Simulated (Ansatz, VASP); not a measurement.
V in VASP and in Ansatz

Contents of INCAR:

```
ALGO     = Normal         # electronic algorithm
EDIFF    = 1E-7           # SCF threshold, eV
ENCUT    = 520            # plane-wave cutoff, eV
GGA      = PE             # functional
ISIF     = 2              # what is computed and relaxed
ISMEAR   = -1             # smearing method
LASPH    = T              # aspherical terms in the spheres
LCHARG   = F              # write CHGCAR
LREAL    = F              # projectors in reciprocal space
LWAVE    = F              # write WAVECAR
NBANDS   = 20             # bands
NELM     = 60             # most SCF steps
PREC     = Accurate       # precision mode
SIGMA    = 0.1            # smearing width, eV
```

KPOINTS

```
k-points
0
Gamma
  16 16 8
```

Contents of POSCAR:

```
V
1.0
    2.5786587028      0.0000000000      0.0000000000
   -1.2893293514      2.2331839443      0.0000000000
    0.0000000000      0.0000000000      4.6225898997
V
2
Direct
    0.3333333333      0.6666666667      0.2500000000
    0.6666666667      0.3333333333      0.7500000000
```

Input for Ansatz:

```yaml
crystal:
  lattice:
    - [2.5786587028, 0.0, 0.0]
    - [-1.2893293514, 2.2331839443, 0.0]
    - [0.0, 0.0, 4.6225898997]
  atoms:
    - { symbol: V, position: [0.3333333333, 0.6666666667, 0.25] }
    - { symbol: V, position: [0.6666666667, 0.3333333333, 0.75] }
hamiltonian:
  xc: pbe
  pseudopotentials:
    kind: paw
    azcp:
      V: "pseudopotentials/V.paw.azcp"
basis:
  ecutwfc: 420
  fft_grid_basis: typed
kpoints:
  mp_grid: { grid: [16, 16, 8], shift: [0, 0, 0] }
magnetization:
  spin_polarized: false
scf:
  occupations: { method: fermi_dirac, width: 0.1 }
  lower_state_search: "off"
output:
  stress: true
```

Alike in both runs: task single point; functional PBE; k mesh 16 × 16 × 8; occupations fermi-dirac, width 0.1 eV; no spin polarisation.

|  | VASP | Ansatz |
| --- | --- | --- |
| version | VASP 6.6.1 | Ansatz 0.2.0 |
| potentials or method | VASP PAW PBE potentials, release 64 (V_sv), cutoff 520 eV | plane waves (420 eV) with PAW, scalar-relativistic |
| valence electrons in the cell | 26 | 26 |

VASP gave:

* pressure (GPa): 7.9

Task: Which values does Ansatz return?

Result: Pressure (GPa): 7.6.

With one functional, cell and mesh, what is left measures potentials, basis and numerics.
